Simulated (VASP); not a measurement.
# Fe (Fm-3m) in VASP: further runs

The runs below take Fe through single point, with r2SCAN.

Program: VASP 6.6.1. These are calculated values, not measurements. Logs are shortened: lines on timing, memory, paths and dates and some standing lists are left out, and cuts for length are marked.

**1. The cell of the first run**

The structure is cubic, space group Fm-3m (No. 225). The conventional cell has a = 3.514 Å, b = 3.514 Å, c = 3.514 Å, α = 90.00°, β = 90.00°, γ = 90.00°. Within 3.3 Å of Fe (site symmetry m-3m) lie 12 Fe at 2.48 Å.

This isn't the form of Fe at room conditions, which is bcc.

**2. Single point, r2SCAN, collinear spin, antiferromagnetic start**

File POSCAR:

```
Fe
1.0
    0.0000000000      3.5140000000      3.5140000000
    1.7570000000      0.0000000000      1.7570000000
    1.7570000000      1.7570000000      0.0000000000
Fe
2
Direct
    0.0000000000      0.0000000000      0.0000000000
    0.5000000000      0.0000000000      0.0000000000
```

File INCAR.step1:

```
  PREC = Accurate
  ENCUT = 520
  ISMEAR = 0
  SIGMA = 0.1
  LREAL = F
  LASPH = T
  NELM = 150
  ISPIN = 2
  MAGMOM = 4 -4
  LMAXMIX = 4
  NBANDS = 19
  GGA = PE
  ALGO = Normal
  EDIFF = 1E-4
  LWAVE = T
  LCHARG = F
```

File INCAR.step2:

```
  PREC = Accurate
  ENCUT = 520
  EDIFF = 1E-6
  ISMEAR = 0
  SIGMA = 0.1
  LREAL = F
  LASPH = T
  NELM = 150
  ALGO = Normal
  ISIF = 2
  LWAVE = F
  LCHARG = F
  ISPIN = 2
  MAGMOM = 4 -4
  LORBIT = 11
  LMAXMIX = 4
  METAGGA = R2SCAN
  LMIXTAU = T
  NBANDS = 19
  ISTART = 1
```

File KPOINTS:

```
regular mesh
0
Gamma
  7 14 14
```

Potentials or basis: VASP PAW PBE potentials, release 64 (Fe).

Command:

```
$ cat potpaw_PBE.64/Fe/POTCAR > POTCAR
$ cp INCAR.step1 INCAR
$ mpirun -np 1 vasp_std > vasp.out
$ cp INCAR.step2 INCAR
$ mpirun -np 1 vasp_std > vasp.out
```

OUTCAR:

```text
PREC = Accurate
   ENCUT = 520
   EDIFF = 1E-6
   ISMEAR = 0
   LREAL = F
   LASPH = T
   NELM = 150
   ISIF = 2
   ISPIN = 2
   LORBIT = 11
   METAGGA = R2SCAN
   ISTART = 1

 ion  position               nearest neighbor table
   1  0.000  0.000  0.000-   2 2.48   2 2.48   2 2.48   2 2.48   2 2.48   2 2.48
   2  0.500  0.000  0.000-   1 2.48   1 2.48   1 2.48   1 2.48   1 2.48   1 2.48

  LATTYP: Found a trigonal (rhomboedric) cell.
 ALAT       =     4.3037534781
 COS(alpha) =     0.8333333333

  Lattice vectors:

 A1 = (   1.7570000000,  -1.7570000000,  -3.5140000000)
 A2 = (   3.5140000000,  -1.7570000000,  -1.7570000000)
 A3 = (   1.7570000000,  -3.5140000000,  -1.7570000000)

Analysis of symmetry for initial positions (statically):
=====================================================================
 Subroutine PRICEL returns following result:

  LATTYP: Found a face centered cubic cell.
 ALAT       =     3.5140000000
[... 12 lines left out ...]
 Subroutine GETGRP returns: Found 12 space group operations
 (whereof 12 operations were pure point group operations)
 out of a pool of 12 trial point group operations.

The static configuration has the point symmetry D_3d.

Analysis of symmetry for dynamics (positions and initial velocities):
=====================================================================
 Subroutine PRICEL returns following result:

  LATTYP: Found a face centered cubic cell.
 ALAT       =     3.5140000000
[... 12 lines left out ...]
 Subroutine GETGRP returns: Found 12 space group operations
 (whereof 12 operations were pure point group operations)
 out of a pool of 12 trial point group operations.

The dynamic configuration has the point symmetry D_3d.

Analysis of structural, dynamic, and magnetic symmetry:
=====================================================================
 Subroutine PRICEL returns following result:

  LATTYP: Found a face centered cubic cell.
 ALAT       =     3.5140000000
[... 12 lines left out ...]
 Subroutine GETGRP returns: Found 12 space group operations
 (whereof 12 operations were pure point group operations)
 out of a pool of 12 trial point group operations.

The overall configuration has the point symmetry D_3d.

 Subroutine INISYM returns: Found 12 space group operations
 (whereof 12 operations are pure point group operations),
 and found     2 'primitive' translations

----------------------------------------------------------------------------------------

                                     Primitive cell

  volume of cell :      10.8479

  direct lattice vectors                    reciprocal lattice vectors
     0.000000000  1.757000000  1.757000000    -0.284575982  0.284575982  0.284575982
     1.757000000  0.000000000  1.757000000     0.284575982 -0.284575982  0.284575982
     1.757000000  1.757000000  0.000000000     0.284575982  0.284575982 -0.284575982

  length of vectors
     2.484773229  2.484773229  2.484773229     0.492900059  0.492900059  0.492900059

  position of ions in fractional coordinates (direct lattice)
     0.000000000  0.000000000  0.000000000

  ion indices of the primitive-cell ions
   primitive index   ion index
                 1           1

----------------------------------------------------------------------------------------

 KPOINTS: regular mesh

Automatic generation of k-mesh.
 Grid dimensions read from file:
 generate k-points for:    7   14   14

 Generating k-lattice:

  Cartesian coordinates                     Fractional coordinates (reciprocal lattice)
    -0.020326856  0.020326856  0.020326856     0.142857143  0.000000000  0.000000000
     0.020326856 -0.020326856  0.020326856     0.000000000  0.071428571  0.000000000
     0.020326856  0.020326856 -0.020326856     0.000000000  0.000000000  0.071428571

  Length of vectors
     0.035207147  0.035207147  0.035207147

  Shift w.r.t. Gamma in fractional coordinates (k-lattice)
     0.000000000  0.000000000  0.000000000

 -----------------------------------------------------------------------------
|                                                                             |
|           W    W    AA    RRRRR   N    N  II  N    N   GGGG   !!!           |
|           W    W   A  A   R    R  NN   N  II  NN   N  G    G  !!!           |
[... 18 lines left out ...]
 Found    144 irreducible k-points:

 Following reciprocal coordinates:
            Coordinates               Weight
  0.000000  0.000000  0.000000      1.000000
  0.142857  0.000000  0.000000      2.000000
  0.285714  0.000000  0.000000      2.000000
  0.428571  0.000000  0.000000      2.000000
  0.000000  0.071429  0.000000      6.000000
  0.142857  0.071429  0.000000      6.000000
[... 16 lines left out ...]
 -0.428571  0.214286  0.000000      6.000000
 -0.285714  0.214286  0.000000      6.000000
 [... further k-points ...]
   k-points           NKPTS =    144   k-points in BZ     NKDIM =    144   number of bands    NBANDS=     19
   number of dos      NEDOS =    301   number of ions     NIONS =      2
   total plane-waves  NPLWV =  12960
   dimension x,y,z NGX =    40 NGY =   18 NGZ =   18
   dimension x,y,z NGXF=    80 NGYF=   36 NGZF=   36
   ions per type =               2
   NGX,Y,Z   is equivalent  to a cutoff of  13.38, 12.04, 12.04 a.u.
   NGXF,Y,Z  is equivalent  to a cutoff of  26.76, 24.09, 24.09 a.u.
 SYSTEM =  unknown system
   PREC   = accura    normal or accurate (medium, high low for compatibility)
   ISTART =      1    job   : 0-new  1-cont  2-samecut
   ICHARG =      0    charge: 1-file 2-atom 10-const
   ISPIN  =      2    spin polarized calculation?
   LNONCOLLINEAR =      F non collinear calculations
   LSORBIT =      F    spin-orbit coupling
   LASPH  =      T    aspherical Exc in radial PAW
   ENCUT  =  520.0 eV  38.22 Ry    6.18 a.u.   9.24  4.62  4.62*2*pi/ulx,y,z
   NELM   =    150;   NELMIN=  2; NELMDL=  0     # of ELM steps
   EDIFF  = 0.1E-05   stopping-criterion for ELM
   LREAL  =      F    real-space projection
   EDIFFG = 0.1E-04   stopping-criterion for IOM
   NSW    =      0    number of steps for IOM
   IBRION =     -1    ionic relax: 0-MD 1-quasi-New 2-CG
   NFREE  =      0    steps in history (QN), initial steepest desc. (CG)
   ISIF   =      2    stress and relaxation
   ISYM   =      2    0-nonsym 1-usesym 2-fastsym
   POTIM  = 0.5000    time-step for ionic-motion
   TEBEG  =    0.0;   TEEND  =   0.0 temperature during run
   PSTRESS=    0.0 pullay stress
   NELECT =      16.0000    total number of electrons
   NUPDOWN=      -1.0000    fix difference up-down
   EMIN   =  10.00;   EMAX   =-10.00  energy-range for DOS
   EFERMI =   0.00;   METHOD = LEGACY
   ISMEAR =     0;   SIGMA  =   0.10  broadening in eV -4-tet -1-fermi 0-gaus
   EFERMI_NEDOS =   21; number of points for ismear=-14 and -15
   IALGO  =     38    algorithm
   IMIX   =      4    mixing-type and parameters
     AMIX     =   0.40;   BMIX     =  1.00
     AMIX_MAG =   1.60;   BMIX_MAG =  1.00
  volume/ion in A,a.u.               =      10.85        73.21
  Fermi-wavevector in a.u.,A,eV,Ry     =   1.479073  2.795043 29.764897  2.187658
  Thomas-Fermi vector in A             =   2.593276
   LORBIT       =     11    0 simple, 1 ext, 2 COOP (PROOUT), +10 PAW based schemes
   METAGGA = R2SCAN    functional components
   LHFCALC =     F    Hartree Fock is set to
   AEXX    =    0.0000 exact exchange contribution
   IVDW    =     0    specifies the selected vdW correction
   LEPSILON=     F    determine dielectric tensor
   LRPA    =     F    only Hartree local field effects (RPA)
 spin polarized calculation
 Gauss-broadening in eV      SIGMA  =   0.10
  energy-cutoff  :      520.00
  volume of cell :       21.70
 maximum number of plane-waves:       601
 NGX is ok and might be reduce to    40
   NGX = 19   NGY =  9   NGZ =  9

 number of electron      15.9999990 magnetization      -0.0000000

 number of electron      15.9999990 magnetization       0.0000000

 Free energy of the ion-electron system (eV)
  ---------------------------------------------------
  ext. energy  EPLUGINS =         0.00000000
  ---------------------------------------------------
  free energy    TOTEN  =       -27.83063342 eV

  energy without entropy =      -27.81541386  energy(sigma->0) =      -27.82302364

 E-fermi :   6.5999     XC(G=0): -14.5797

 val. band max:        6.5973805198   @ k =  -0.2857   0.4286   0.0000
 cond. band min:       6.6139859974   @ k =   0.1429   0.5000   0.2143
 fundamental gap:      0.0166054776
 Fermi energy:         6.5999293054

 spin component 1

 k-point     1 :       0.0000    0.0000    0.0000
  band No.  band energies     occupation
      1      -2.9593      1.00000
      2       1.1252      1.00000
      3       3.5429      1.00000
      4       3.5429      1.00000
      5       4.2373      1.00000
      6       4.2374      1.00000
[... 517 lines left out ...]
     18      30.1919      0.00000
     19      33.2472      0.00000

 [... further k-points ...]

 spin component 2

 k-point     1 :       0.0000    0.0000    0.0000
  band No.  band energies     occupation
      1      -2.9593      1.00000
      2       1.1252      1.00000
      3       3.5429      1.00000
      4       3.5429      1.00000
      5       4.2373      1.00000
      6       4.2374      1.00000
[... 517 lines left out ...]
     18      30.1919      0.00000
     19      33.2472      0.00000

 [... further k-points ...]

------------------------ aborting loop because EDIFF is reached ----------------------------------------

  FORCE on cell =-STRESS in cart. coord.  units (eV):
  Direction    XX          YY          ZZ          XY          YZ          ZX
  --------------------------------------------------------------------------------------
  -------------------------------------------------------------------------------------
  Total        1.4495732      1.4495732      1.4495732     -0.6854137      0.6854137     -0.6854137
  in kB      107.0472378    107.0472378    107.0472378    -50.6160277     50.6160277    -50.6160277
  external PRESSURE =     107.0472378 kB  Pullay stress =       0.0000000 kB

 VOLUME and BASIS-vectors are now :
 -----------------------------------------------------------------------------
  energy-cutoff  :      520.00
  volume of cell :       21.70
      direct lattice vectors                 reciprocal lattice vectors
     0.000000000  3.514000000  3.514000000    -0.142287991  0.142287991  0.142287991
     1.757000000  0.000000000  1.757000000     0.284575982 -0.284575982  0.284575982
     1.757000000  1.757000000  0.000000000     0.284575982  0.284575982 -0.284575982

 POSITION                                       TOTAL-FORCE (eV/Angst)
 -----------------------------------------------------------------------------------
      0.00000      0.00000      0.00000        -0.000000      0.000000      0.000000
      0.00000      1.75700      1.75700         0.000000     -0.000000     -0.000000
 -----------------------------------------------------------------------------------
    total drift:                               -0.000000     -0.000000     -0.000000

  FREE ENERGIE OF THE ION-ELECTRON SYSTEM (eV)
  ---------------------------------------------------
  free  energy   TOTEN  =       -27.8306334201 eV

  energy  without entropy=      -27.8154138620  energy(sigma->0) =      -27.82302364

 total charge

# of ion       s       p       d       tot
------------------------------------------
    1        0.528   0.636   6.211   7.375
    2        0.528   0.636   6.211   7.375
--------------------------------------------------
tot          1.056   1.272  12.421  14.749

 magnetization (x)

# of ion       s       p       d       tot
------------------------------------------
    1        0.014   0.022   2.338   2.374
    2       -0.014  -0.022  -2.338  -2.374
--------------------------------------------------
tot          0.000   0.000   0.000   0.000
```

It took 9.7 min on 1 thread of Intel Xeon 8259CL, shared host; peak memory 0.22 GiB.

Results:

```yaml
Free_energy: -27.8306 eV
Pressure: 10.7 GPa
Band_gap_on_the_k_mesh: zero (filled and empty bands overlap)
Net_moment: 0.00 μB per cell
Site_moments: Fe +2.37, -2.37 μB
Valence_electrons_inside_the_program's_atomic_spheres: Fe 7.38
```

Caveat: the cell stands under pressure; the antiferromagnetic order is the one typed at the start, and another may lie lower; the PAW data sets were made with another functional, which shifts forces and pressure a little.

**3. Single point, r2SCAN, collinear spin, ferromagnetic start**

POSCAR is that of step 2.

File INCAR.step1:

```
SYSTEM = Fe
ALGO = Normal
EDIFF = 1E-4
ENCUT = 520
GGA = PE
ISMEAR = 0
ISPIN = 2
LASPH = .TRUE.
LCHARG = .FALSE.
LMAXMIX = 4
LREAL = .FALSE.
LWAVE = .TRUE.
MAGMOM = 4 4
NBANDS = 19
NELM = 150
PREC = Accurate
SIGMA = 0.1
```

File INCAR.step2:

```
SYSTEM = Fe
ALGO = Normal
EDIFF = 1E-7
ENCUT = 520
ISIF = 2
ISMEAR = 0
ISPIN = 2
ISTART = 1
LASPH = .TRUE.
LCHARG = .FALSE.
LMAXMIX = 4
LMIXTAU = .TRUE.
LORBIT = 11
LREAL = .FALSE.
LWAVE = .FALSE.
MAGMOM = 4 4
METAGGA = R2SCAN
NBANDS = 19
NELM = 150
PREC = Accurate
SIGMA = 0.1
```

File KPOINTS:

```
k-points
0
G
  7 14 14
  0 0 0
```

Potentials or basis: VASP PAW PBE potentials, release 64 (Fe).

Command:

```
$ cat potpaw_PBE.64/Fe/POTCAR > POTCAR
$ cp INCAR.step1 INCAR
$ mpirun -np 1 vasp_std > vasp.out
$ cp INCAR.step2 INCAR
$ mpirun -np 1 vasp_std > vasp.out
```

It took 19 min on 1 thread of Intel Xeon 8259CL, shared host; peak memory 0.23 GiB.

Results (log left out):

| Item | Value |
| --- | --- |
| Free energy | -28.3466 eV |
| Pressure | 24.9 GPa |
| Net moment | 5.41 μB per cell |
| Site moments | Fe +2.73 μB |
| Valence electrons inside the program's atomic spheres | Fe 7.38 |

Levels at points of the mesh, in eV from the Fermi level:
Spin up:
```csv
k point,band 8,band 9,band 10,band 11,band 12,band 13,band 14,band 15
"(0.00, 0.00, 0.00)",-2.29,-2.29,-1.19,-1.19,-0.34,6.67,21.98,23.48
"(0.00, 0.50, 0.00)",-1.19,-0.85,-0.85,-0.34,2.63,6.67,10.15,15.44
```
Spin down:
| k point | band 1 | band 2 | band 3 | band 4 | band 5 | band 6 | band 7 | band 8 | band 9 | band 10 |
| --- | --- | --- | --- | --- | --- | --- | --- | --- | --- | --- |
| (0.00, 0.00, 0.00) | -9.81 | -4.30 | -0.75 | -0.01 | -0.01 | -0.01 | 0.12 | 0.12 | 2.21 | 2.21 |
| (0.00, 0.50, 0.00) | -4.30 | -3.93 | -3.08 | -0.75 | 0.12 | 0.12 | 2.50 | 3.03 | 3.03 | 3.08 |

Caveat: the cell stands under pressure; the PAW data sets were made with another functional, which shifts forces and pressure a little.

**4. Single point, r2SCAN, collinear spin**

POSCAR is that of step 3.

File INCAR.step1:

```
SYSTEM = Fe
PREC = Accurate ; ENCUT = 520
ISMEAR = 0 ; SIGMA = 0.1
LREAL = .FALSE. ; LASPH = .TRUE.
NELM = 150 ; ISPIN = 2
MAGMOM = 0 4 ; LMAXMIX = 4
NBANDS = 19 ; GGA = PE
ALGO = Normal ; EDIFF = 1E-4
LWAVE = .TRUE. ; LCHARG = .FALSE.
```

File INCAR.step2:

```
SYSTEM = Fe
PREC = Accurate ; ENCUT = 520
EDIFF = 1E-6 ; ISMEAR = 0
SIGMA = 0.1 ; LREAL = .FALSE.
LASPH = .TRUE. ; NELM = 150
ALGO = Normal ; ISIF = 2
LWAVE = .FALSE. ; LCHARG = .FALSE.
ISPIN = 2 ; MAGMOM = 0 4
LORBIT = 11 ; LMAXMIX = 4
METAGGA = R2SCAN ; LMIXTAU = .TRUE.
NBANDS = 19 ; ISTART = 1
```

File KPOINTS:

```
Automatic mesh
0
G
  7 14 14
  0 0 0
```

Command:

```
$ cat potpaw_PBE.64/Fe/POTCAR > POTCAR
$ cp INCAR.step1 INCAR
$ mpirun -np 1 vasp_std > vasp.out
$ cp INCAR.step2 INCAR
$ mpirun -np 1 vasp_std > vasp.out
```

It took 12 min on 1 thread of Intel Xeon 8259CL, shared host; peak memory 0.22 GiB.

It converged, with:

```
Free energy                                           : -27.8306 eV
Pressure                                              : 10.7 GPa
Band gap on the k mesh                                : zero (filled and empty bands overlap)
Net moment                                            : -0.01 μB per cell
Site moments                                          : Fe -2.38, +2.37 μB
Valence electrons inside the program's atomic spheres : Fe 7.37, 7.38
```

Stress tensor (GPa, compression positive):
```
10.71 -5.06 -5.06
-5.06 10.71  5.06
-5.06  5.06 10.71
```

Levels at points of the mesh, in eV from the Fermi level:
Spin up:
```csv
k point,band 4,band 5,band 6,band 7,band 8,band 9,band 10,band 11,band 12,band 13
"(0.00, 0.00, 0.00)",-3.06,-2.36,-2.36,-1.88,-0.55,0.24,0.24,1.92,1.92,7.74
"(0.00, 0.50, 0.00)",-2.84,-1.70,-0.85,-0.50,0.42,1.35,1.67,2.54,2.59,7.83
```
Spin down:
```
           k point  band 6  band 7  band 8  band 9  band 10  band 11
(0.00, 0.00, 0.00)   -2.37   -1.88   -0.55    0.24     0.24     1.91
(0.00, 0.50, 0.00)   -0.86   -0.50    0.41    1.34     1.67     2.54
```

Caveat: the cell stands under pressure; the PAW data sets were made with another functional, which shifts forces and pressure a little.

**5. Summary**

| spin | gap on the mesh (eV) | pressure (GPa) | moment (μB) |
| --- | --- | --- | --- |
| collinear, antiferromagnetic start | none | 10.7 | 0.00 |
| collinear, ferromagnetic start | none | 24.9 | 5.41 |
| collinear | none | 10.7 | 0.01 |

Alike in all rows: task single point; level r2SCAN; potentials or basis VASP PAW PBE potentials, release 64 (Fe); cell as given; k mesh 7 × 14 × 14; cutoff (eV) 520; smearing gaussian 0.1 eV.

Caveats: the cell stands under pressure; the PAW data sets were made with another functional, which shifts forces and pressure a little; the antiferromagnetic order is the one typed at the start, and another may lie lower (at least some runs).

Absolute energies hang on the potentials; compare differences alone.

The gap in the log of VASP goes by the Fermi energy; the results here count the filled bands.